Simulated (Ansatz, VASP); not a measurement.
**One calculation of GaN, two programs**

```
Ga N
1.0
     0.04753    2.29648    2.29648
     2.29648    0.04753    2.29648
     2.29648    2.29648    0.04753
Ga N
1 1
Direct
  0.00120 0.00120 0.00120
  0.24880 0.24880 0.24880
```

Change from the starting cell: shear_111 strain +3.2%.

Alike in both runs: task single point; functional r2SCAN; k mesh 10 × 10 × 10; no spin polarisation.

|  | VASP | Ansatz |
| --- | --- | --- |
| version | VASP 6.6.1 | Ansatz 0.2.0 |
| potentials or method | VASP PAW PBE potentials, release 64 (Ga_d, N_h) | plane waves, PAW |
| plane-wave cutoff (eV) | 910 | 500 |
| occupations | gaussian, width 0.01 eV | fixed |
| valence electrons in the cell | 18 | 18 |

```tsv
	VASP	Ansatz	Ansatz less VASP
gap on the k mesh at the Fermi level (eV)	1.85	1.87	+0.010
rms of the force components (eV/Å)	0.007	0.001	-0.0061
```

VASP's potentials were made for PBE, not for r2SCAN. Atom by atom the forces differ by 0.006 eV/Å (rms over components).

Noted on VASP's run: the cutoff is short for stress, so the pressure is rough.
